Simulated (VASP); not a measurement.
Runs of VASP 6.6.1 on AlGa2As3. The structure is that of space group P-6m2 (No. 187), or close to it. The cells are those of the table. 

```tsv
task	cell	k mesh	cutoff (eV)	gap on the mesh (eV)	pressure (GPa)	largest force (eV/Å)
single point	a = 4.718, b = 4.718, c = 9.803 Å, angles 90.0, 90.0, 120.0°, 6 atoms	6 × 6 × 2	520	none	0.1	0.04
relaxation of cell and atoms	relaxed from a = 4.719, b = 4.719, c = 7.750 Å, angles 90.0, 90.0, 120.0°, 6 atoms	6 × 6 × 2	600	none	0.0	0.01
single point	a = 4.786, b = 4.786, c = 9.631 Å, angles 90.0, 90.0, 120.0°, 6 atoms	12 × 12 × 4	520	none	0.1	0.04
single point	a = 4.719, b = 4.719, c = 7.750 Å, angles 90.0, 90.0, 120.0°, 6 atoms	6 × 6 × 2	520	none	41.2	(a)
```

Alike in all rows: level PBE; potentials or basis VASP PAW PBE potentials, release 64 (Al, Ga_d, As); no spin polarisation; smearing gaussian 0.1 eV.

Problem. Fill in the values left out.

Solution. (a) 25.42.

Caveats: some runs use coarse meshes; forces of over 1 eV/Å act on the atoms, so gaps and moduli don't describe the material at rest (some runs).

A k mesh can miss the band edges, and the runs leave out spin-orbit coupling on As, Ga.

A gap of «none» marks levels without a gap at the run's occupations.
